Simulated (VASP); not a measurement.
Write the native input for VASP 6.6.1 that does the following.

```
Task                   : single point
Functional             : PBE
Potentials or basis    : VASP PAW PBE potentials, release 64 (Si, W_sv)
Cutoff                 : 520 eV
k mesh                 : 18 × 18 × 8
Occupations            : gaussian, width 0.1 eV
Spin                   : no spin polarisation
Dipole correction      : no
Further INCAR settings : ALGO = Normal; EDIFF = 1e-06; NBANDS = 18
```

The structure of Si2W lies in POSCAR:

```
Si2W
1.0
    2.9523570846      0.0000000000      0.0000000000
   -1.4761785423      2.5568162363      0.0000000000
    0.0000000000      0.0000000000      5.8534573765
Si W
2 1
Direct
    0.6666666667      0.3333333333      0.6696370143
    0.3333333333      0.6666666667      0.3303629857
    0.0000000000      0.0000000000      0.0000000000
```

The cell was generated, and may not be a known phase.

The input as run:

INCAR

```
SYSTEM = Si2W
ALGO = Normal
EDIFF = 1E-6
ENCUT = 520
GGA = PE
ISIF = 2
ISMEAR = 0
LASPH = .True.
LCHARG = .False.
LREAL = .False.
LWAVE = .False.
NBANDS = 18
NELM = 80
PREC = Accurate
SIGMA = 0.1
```

KPOINTS

```
k-points
0
Gamma
  18 18 8
  0 0 0
```

Potentials or basis: VASP PAW PBE potentials, release 64 (Si, W_sv).

The run is started by

```bash
$ cat potpaw_PBE.64/Si/POTCAR potpaw_PBE.64/W_sv/POTCAR > POTCAR
$ mpirun -np 1 vasp_std > vasp.out
```

It gave:

```json
{
  "Pressure": "0.1 GPa",
  "Largest force": "0.014 eV/Å",
  "Band gap on the k mesh": "zero (bands 11 and 12 overlap by 3.18 eV)"
}
```

Caveat: spin-orbit coupling is left out, which moves the levels of the heavy elements.

Run time: 61 s on 1 thread of Intel(R) Xeon(R) 6975P-C (Granite Rapids) (shared host), peak memory 0.32 GiB.
